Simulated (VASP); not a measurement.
# HfN (Fm-3m) in VASP: notebook

Runs on HfN. Level: PBE. Tasks: single point.

All numbers are computed with VASP 6.6.1; they aren't measurements. Logs are shortened: lines on timing, memory, paths and dates and some standing lists are left out, and cuts for length are marked.

## 1. The cell of the first run

It takes space group Fm-3m (No. 225, cubic). The conventional cell has a = 4.309 Å, b = 4.309 Å, c = 4.309 Å, α = 90.00°, β = 90.00°, γ = 90.00°. Hf (site symmetry m-3m) has 6 N at 2.15 Å within 2.9 Å. N (site symmetry m-3m) has 6 Hf at 2.15 Å within 2.9 Å.

## 2. Single point, PBE

The input, INCAR:

```
SYSTEM = HfN
  PREC = Accurate
  ENCUT = 520
  EDIFF = 1E-7
  ISMEAR = 0
  SIGMA = 0.1
  LREAL = .FALSE.
  LASPH = .TRUE.
  NELM = 100
  ALGO = Normal
  ISIF = 2
  LWAVE = .FALSE.
  LCHARG = .TRUE.
  GGA = PE
  LELF = .TRUE.
  LVHAR = .TRUE.
  NBANDS = 14
```

The input, KPOINTS:

```
Automatic mesh
0
G
  16 16 16
  0 0 0
```

The input, POSCAR:

```
HfN
1.0
    0.0000000000      2.1546006864      2.1546006864
    2.1546006864      0.0000000000      2.1546006864
    2.1546006864      2.1546006864      0.0000000000
Hf N
1 1
Direct
    0.0000000000      0.0000000000      0.0000000000
    0.5000000000      0.5000000000      0.5000000000
```

Potentials or basis: VASP PAW PBE potentials, release 64 (Hf_pv, N).

The run is started by

```
$ cat potpaw_PBE.64/Hf_pv/POTCAR potpaw_PBE.64/N/POTCAR > POTCAR
$ mpirun -np 1 vasp_std > vasp.out
```

OUTCAR:

```text
SYSTEM = HfN
   PREC = Accurate
   ENCUT = 520
   EDIFF = 1E-7
   ISMEAR = 0
   LREAL = .FALSE.
   LASPH = .TRUE.
   NELM = 100
   ISIF = 2
   GGA = PE

 ion  position               nearest neighbor table
   1  0.000  0.000  0.000-   2 2.15   2 2.15   2 2.15   2 2.15   2 2.15   2 2.15
   2  0.500  0.500  0.500-   1 2.15   1 2.15   1 2.15   1 2.15   1 2.15   1 2.15

  LATTYP: Found a face centered cubic cell.
 ALAT       =     4.3092013728

  Lattice vectors:

 A1 = (   0.0000000000,   2.1546006864,   2.1546006864)
 A2 = (   2.1546006864,   0.0000000000,   2.1546006864)
 A3 = (   2.1546006864,   2.1546006864,   0.0000000000)

Analysis of symmetry for initial positions (statically):
=====================================================================
 Subroutine PRICEL returns:
 Original cell was already a primitive cell.

 Routine SETGRP: Setting up the symmetry group for a
 face centered cubic supercell.

 Subroutine GETGRP returns: Found 48 space group operations
 (whereof 48 operations were pure point group operations)
 out of a pool of 48 trial point group operations.

The static configuration has the point symmetry O_h .

Analysis of symmetry for dynamics (positions and initial velocities):
=====================================================================
 Subroutine PRICEL returns:
 Original cell was already a primitive cell.

 Routine SETGRP: Setting up the symmetry group for a
 face centered cubic supercell.

 Subroutine GETGRP returns: Found 48 space group operations
 (whereof 48 operations were pure point group operations)
 out of a pool of 48 trial point group operations.

The dynamic configuration has the point symmetry O_h .

 Subroutine INISYM returns: Found 48 space group operations
 (whereof 48 operations are pure point group operations),
 and found     1 'primitive' translations

----------------------------------------------------------------------------------------

                                     Primitive cell

  volume of cell :      20.0046

  direct lattice vectors                    reciprocal lattice vectors
     0.000000000  2.154600686  2.154600686    -0.232061562  0.232061562  0.232061562
     2.154600686  0.000000000  2.154600686     0.232061562 -0.232061562  0.232061562
     2.154600686  2.154600686  0.000000000     0.232061562  0.232061562 -0.232061562

  length of vectors
     3.047065512  3.047065512  3.047065512     0.401942415  0.401942415  0.401942415

  position of ions in fractional coordinates (direct lattice)
     0.000000000  0.000000000  0.000000000
     0.500000000  0.500000000  0.500000000

  ion indices of the primitive-cell ions
   primitive index   ion index
                 1           1
                 2           2

----------------------------------------------------------------------------------------

 KPOINTS: Automatic mesh

Automatic generation of k-mesh.
 Grid dimensions read from file:
 generate k-points for:   16   16   16

 Generating k-lattice:

  Cartesian coordinates                     Fractional coordinates (reciprocal lattice)
    -0.014503848  0.014503848  0.014503848     0.062500000  0.000000000  0.000000000
     0.014503848 -0.014503848  0.014503848     0.000000000  0.062500000  0.000000000
     0.014503848  0.014503848 -0.014503848     0.000000000  0.000000000  0.062500000

  Length of vectors
     0.025121401  0.025121401  0.025121401

  Shift w.r.t. Gamma in fractional coordinates (k-lattice)
     0.000000000  0.000000000  0.000000000

 Subroutine IBZKPT returns following result:
 ===========================================

 Found    145 irreducible k-points:

 Following reciprocal coordinates:
            Coordinates               Weight
  0.000000  0.000000  0.000000      1.000000
  0.062500  0.000000  0.000000      8.000000
  0.125000  0.000000  0.000000      8.000000
  0.187500  0.000000  0.000000      8.000000
  0.250000  0.000000  0.000000      8.000000
  0.312500  0.000000  0.000000      8.000000
[... 16 lines left out ...]
 -0.125000  0.062500  0.000000     24.000000
 -0.062500  0.062500  0.000000     12.000000
 [... further k-points ...]
   k-points           NKPTS =    145   k-points in BZ     NKDIM =    145   number of bands    NBANDS=     14
   number of dos      NEDOS =    301   number of ions     NIONS =      2
   total plane-waves  NPLWV =  13824
   dimension x,y,z NGX =    24 NGY =   24 NGZ =   24
   dimension x,y,z NGXF=    48 NGYF=   48 NGZF=   48
   ions per type =               1   1
   NGX,Y,Z   is equivalent  to a cutoff of  13.09, 13.09, 13.09 a.u.
   NGXF,Y,Z  is equivalent  to a cutoff of  26.19, 26.19, 26.19 a.u.
 SYSTEM =  HfN
   PREC   = accura    normal or accurate (medium, high low for compatibility)
   ISTART =      0    job   : 0-new  1-cont  2-samecut
   ICHARG =      2    charge: 1-file 2-atom 10-const
   ISPIN  =      1    spin polarized calculation?
   LNONCOLLINEAR =      F non collinear calculations
   LSORBIT =      F    spin-orbit coupling
   LASPH  =      T    aspherical Exc in radial PAW
   ENCUT  =  520.0 eV  38.22 Ry    6.18 a.u.   5.67  5.67  5.67*2*pi/ulx,y,z
   NELM   =    100;   NELMIN=  2; NELMDL= -5     # of ELM steps
   EDIFF  = 0.1E-06   stopping-criterion for ELM
   LREAL  =      F    real-space projection
   EDIFFG = 0.1E-05   stopping-criterion for IOM
   NSW    =      0    number of steps for IOM
   IBRION =     -1    ionic relax: 0-MD 1-quasi-New 2-CG
   NFREE  =      0    steps in history (QN), initial steepest desc. (CG)
   ISIF   =      2    stress and relaxation
   ISYM   =      2    0-nonsym 1-usesym 2-fastsym
   POTIM  = 0.5000    time-step for ionic-motion
   TEBEG  =    0.0;   TEEND  =   0.0 temperature during run
   PSTRESS=    0.0 pullay stress
   NELECT =      15.0000    total number of electrons
   NUPDOWN=      -1.0000    fix difference up-down
   EMIN   =  10.00;   EMAX   =-10.00  energy-range for DOS
   EFERMI =   0.00;   METHOD = LEGACY
   ISMEAR =     0;   SIGMA  =   0.10  broadening in eV -4-tet -1-fermi 0-gaus
   EFERMI_NEDOS =   21; number of points for ismear=-14 and -15
   IALGO  =     38    algorithm
   IMIX   =      4    mixing-type and parameters
     AMIX     =   0.40;   BMIX     =  1.00
     AMIX_MAG =   1.60;   BMIX_MAG =  1.00
  volume/ion in A,a.u.               =      10.00        67.50
  Fermi-wavevector in a.u.,A,eV,Ry     =   1.487288  2.810567 30.096442  2.212026
  Thomas-Fermi vector in A             =   2.600468
   LORBIT       =      0    0 simple, 1 ext, 2 COOP (PROOUT), +10 PAW based schemes
   GGA     = PE    functional components
   LHFCALC =     F    Hartree Fock is set to
   AEXX    =    0.0000 exact exchange contribution
   IVDW    =     0    specifies the selected vdW correction
   LEPSILON=     F    determine dielectric tensor
   LRPA    =     F    only Hartree local field effects (RPA)
 non-spin polarized calculation
 Gauss-broadening in eV      SIGMA  =   0.10
  energy-cutoff  :      520.00
  volume of cell :       20.00
 maximum number of plane-waves:       553
   NGX = 11   NGY = 11   NGZ = 11

 number of electron      14.9999998 magnetization

 Free energy of the ion-electron system (eV)
  ---------------------------------------------------
  ext. energy  EPLUGINS =         0.00000000
  ---------------------------------------------------
  free energy    TOTEN  =       -21.23997137 eV

  energy without entropy =      -21.23715806  energy(sigma->0) =      -21.23856472

 E-fermi :   9.6972     XC(G=0): -13.4959

 val. band max:        9.6971324320   @ k =  -0.1250   0.0625   0.0000
 cond. band min:       9.7092154260   @ k =   0.3750   0.1250   0.0000
 fundamental gap:      0.0120829940
 Fermi energy:         9.6972450055

 k-point     1 :       0.0000    0.0000    0.0000
  band No.  band energies     occupation
      1     -20.8785      2.00000
      2     -20.8785      2.00000
      3     -20.8785      2.00000
      4      -8.6432      2.00000
      5       6.5227      2.00000
      6       6.5227      2.00000
      7       6.5227      2.00000
      8       9.2534      2.00000
      9       9.2534      2.00000
     10       9.2534      2.00000
     11      12.0257      0.00000
     12      12.0257      0.00000
     13      12.9788      0.00000
     14      19.6167      0.00000

 k-point     2 :       0.0625    0.0000    0.0000
  band No.  band energies     occupation
      1     -20.9499      2.00000
      2     -20.8835      2.00000
      3     -20.8835      2.00000
      4      -8.5175      2.00000
      5       6.0878      2.00000
      6       6.2314      2.00000
      7       6.2314      2.00000
      8       9.3994      1.99997
      9       9.4149      1.99993
     10       9.4149      1.99993
     11      12.4006      0.00000
     12      12.4006      0.00000
     13      13.2563      0.00000
     14      19.9835      0.00000

 k-point     3 :       0.1250    0.0000    0.0000
  band No.  band energies     occupation
      1     -21.1475      2.00000
      2     -20.8979      2.00000
      3     -20.8979      2.00000
      4      -8.1607      2.00000
      5       5.1038      2.00000
      6       5.5692      2.00000
      7       5.5692      2.00000
      8       9.6646      1.35591
      9       9.8351      0.05118
     10       9.8351      0.05118
     11      13.3660      0.00000
     12      13.3660      0.00000
     13      13.9790      0.00000
     14      21.0077      0.00000
[... 324 lines left out ...]
 k-point    23 :      -0.1250    0.0625    0.0000
  band No.  band energies     occupation
      1     -21.2606      2.00000
      2     -20.9557      2.00000
      3     -20.8876      2.00000
      4      -7.9100      2.00000
      5       4.4256      2.00000
      6       4.9981      2.00000
      7       5.5662      2.00000
      8       9.6971      1.00127
      9       9.7978      0.15513
     10      10.6943      0.00000
     11      12.9923      0.00000
     12      14.5243      0.00000
     13      14.7330      0.00000
     14      21.7295      0.00000

 k-point    24 :      -0.0625    0.0625    0.0000
  band No.  band energies     occupation
      1     -21.0484      2.00000
      2     -20.9182      2.00000
      3     -20.8798      2.00000
      4      -8.3177      2.00000
      5       5.4096      2.00000
      6       5.7041      2.00000
      7       6.1051      2.00000
      8       9.4566      1.99934
      9       9.4585      1.99927
     10      10.0054      0.00001
     11      12.4176      0.00000
     12      13.2904      0.00000
     13      13.7979      0.00000
     14      20.5646      0.00000

 [... further k-points ...]

------------------------ aborting loop because EDIFF is reached ----------------------------------------

  FORCE on cell =-STRESS in cart. coord.  units (eV):
  Direction    XX          YY          ZZ          XY          YZ          ZX
  --------------------------------------------------------------------------------------
  -------------------------------------------------------------------------------------
  Total        7.1807420      7.1807420      7.1807420      0.0000000     -0.0000000      0.0000000
  in kB      575.1081587    575.1081587    575.1081587      0.0000000     -0.0000000      0.0000000
  external PRESSURE =     575.1081587 kB  Pullay stress =       0.0000000 kB

 VOLUME and BASIS-vectors are now :
 -----------------------------------------------------------------------------
  energy-cutoff  :      520.00
  volume of cell :       20.00
      direct lattice vectors                 reciprocal lattice vectors
     0.000000000  2.154600686  2.154600686    -0.232061562  0.232061562  0.232061562
     2.154600686  0.000000000  2.154600686     0.232061562 -0.232061562  0.232061562
     2.154600686  2.154600686  0.000000000     0.232061562  0.232061562 -0.232061562

 POSITION                                       TOTAL-FORCE (eV/Angst)
 -----------------------------------------------------------------------------------
      0.00000      0.00000      0.00000        -0.000000     -0.000000     -0.000000
      2.15460      2.15460      2.15460         0.000000      0.000000      0.000000
 -----------------------------------------------------------------------------------
    total drift:                                0.000000     -0.000000     -0.000000

  FREE ENERGIE OF THE ION-ELECTRON SYSTEM (eV)
  ---------------------------------------------------
  free  energy   TOTEN  =       -21.2399713705 eV

  energy  without entropy=      -21.2371580634  energy(sigma->0) =      -21.23856472
```

Wall time 37 s (1 thread of Intel Xeon 8259CL, shared host); peak memory 0.17 GiB.

Results:

| Quantity | Value |
| --- | --- |
| Free energy | -21.2400 eV |
| Pressure | 57.5 GPa |
| Band gap on the k mesh | zero (an odd number of electrons rules out a gap without spin polarisation) |

Levels at points of the mesh, in eV from the Fermi level:
```csv
k point,band 6,band 7,band 8,band 9,band 10,band 11
"(0.00, 0.00, 0.00)",-3.17,-3.17,-0.44,-0.44,-0.44,2.33
"(0.50, 0.00, 0.00)",-6.94,-6.94,3.98,4.48,4.48,5.24
"(0.50, 0.50, 0.00)",-4.50,-3.71,-3.71,4.92,6.71,6.71
```

Caveat: the cell stands under pressure; spin-orbit coupling is left out, which moves the levels of the heavy elements.

## 3. Single point, PBE

This run uses another cell than the first one, of 10.71 Å³/atom.

The input, INCAR:

```
SYSTEM = HfN
ALGO     = Normal         ! electronic algorithm
EDIFF    = 1E-6           ! SCF threshold, eV
ENCUT    = 520            ! plane-wave cutoff, eV
GGA      = PE             ! functional
ISIF     = 2              ! what is computed and relaxed
ISMEAR   = 0              ! smearing method
LASPH    = .True.         ! aspherical terms in the spheres
LCHARG   = .True.         ! write CHGCAR
LELF     = .True.         ! ELF
LREAL    = .False.        ! projectors in reciprocal space
LVHAR    = .True.       
LWAVE    = .False.        ! write WAVECAR
NBANDS   = 14             ! bands
NELM     = 100            ! most SCF steps
PREC     = Accurate       ! precision mode
SIGMA    = 0.1            ! smearing width, eV
```

The input, KPOINTS:

```
k-points
0
Gamma
  16 16 16
  0 0 0
```

The input, POSCAR:

```
HfN
1.0
    0.0000000000      2.2041971533      2.2041971533
    2.2041971533      0.0000000000      2.2041971533
    2.2041971533      2.2041971533      0.0000000000
Hf N
1 1
Direct
    0.0000000000      0.0000000000      0.0000000000
    0.5000000000      0.5000000000      0.5000000000
```

Potentials or basis: VASP PAW PBE potentials, release 64 (Hf_pv, N).

The run is started by

```
$ cat potpaw_PBE.64/Hf_pv/POTCAR potpaw_PBE.64/N/POTCAR > POTCAR
$ mpirun -np 1 vasp_std > vasp.out
```

It took 39 s on 1 thread of Intel Xeon 8259CL, shared host; peak memory 0.17 GiB.

The run converged. Its results:

```
Free energy            : -21.6086 eV
Pressure               : 27.5 GPa
Band gap on the k mesh : zero (an odd number of electrons rules out a gap without spin polarisation)
```

Levels at points of the mesh, in eV from the Fermi level:
| k point | band 5 | band 6 | band 7 | band 8 | band 9 | band 10 | band 11 | band 12 |
| --- | --- | --- | --- | --- | --- | --- | --- | --- |
| (0.00, 0.00, 0.00) | -3.11 | -3.11 | -3.11 | -0.39 | -0.39 | -0.39 | 2.15 | 2.15 |
| (0.50, 0.00, 0.00) | -9.32 | -6.57 | -6.57 | 3.63 | 4.09 | 4.09 | 4.83 | 9.76 |
| (0.50, 0.50, 0.00) | -5.38 | -4.16 | -3.72 | -3.72 | 4.51 | 6.12 | 6.12 | 6.50 |

Caveat: the cell stands under pressure; spin-orbit coupling is left out, which moves the levels of the heavy elements.

## 4. Single point, PBE

This run uses another cell than the first one, of 11.17 Å³/atom.

The input, INCAR:

```
PREC     = Accurate       # precision mode
ENCUT    = 520            # plane-wave cutoff, eV
EDIFF    = 1E-7           # SCF threshold, eV
ISMEAR   = 0              # smearing method
SIGMA    = 0.1            # smearing width, eV
LREAL    = False          # projectors in reciprocal space
LASPH    = True           # aspherical terms in the spheres
NELM     = 100            # most SCF steps
ALGO     = Normal         # electronic algorithm
ISIF     = 2              # what is computed and relaxed
LWAVE    = False          # write WAVECAR
LCHARG   = False          # write CHGCAR
GGA      = PE             # functional
NBANDS   = 14             # bands
```

The input, KPOINTS:

```
regular mesh
0
Gamma
  16 16 16
```

The input, POSCAR:

```
HfN
1.0
    0.0000000000      2.2354925045      2.2354925045
    2.2354925045      0.0000000000      2.2354925045
    2.2354925045      2.2354925045      0.0000000000
Hf N
1 1
Direct
    0.0000000000      0.0000000000      0.0000000000
    0.5000000000      0.5000000000      0.5000000000
```

The run is started by

```
$ cat potpaw_PBE.64/Hf_pv/POTCAR potpaw_PBE.64/N/POTCAR > POTCAR
$ mpirun -np 1 vasp_std > vasp.out
```

Wall time 51 s (1 thread of Intel Xeon 8259CL, shared host); peak memory 0.17 GiB.

The run converged. Its results:

```yaml
Free_energy: -21.7231 eV
Pressure: 12.5 GPa
Band_gap_on_the_k_mesh: zero (an odd number of electrons rules out a gap without spin polarisation)
```

Levels at points of the mesh, in eV from the Fermi level:
| k point | band 6 | band 7 | band 8 | band 9 | band 10 | band 11 |
| --- | --- | --- | --- | --- | --- | --- |
| (0.00, 0.00, 0.00) | -3.07 | -3.07 | -0.37 | -0.37 | -0.37 | 2.04 |
| (0.50, 0.00, 0.00) | -6.35 | -6.35 | 3.42 | 3.87 | 3.87 | 4.59 |
| (0.50, 0.50, 0.00) | -3.95 | -3.71 | -3.71 | 4.27 | 5.77 | 5.77 |

Caveat: the cell stands under pressure; spin-orbit coupling is left out, which moves the levels of the heavy elements.

(Continued in part 2 of 2.)
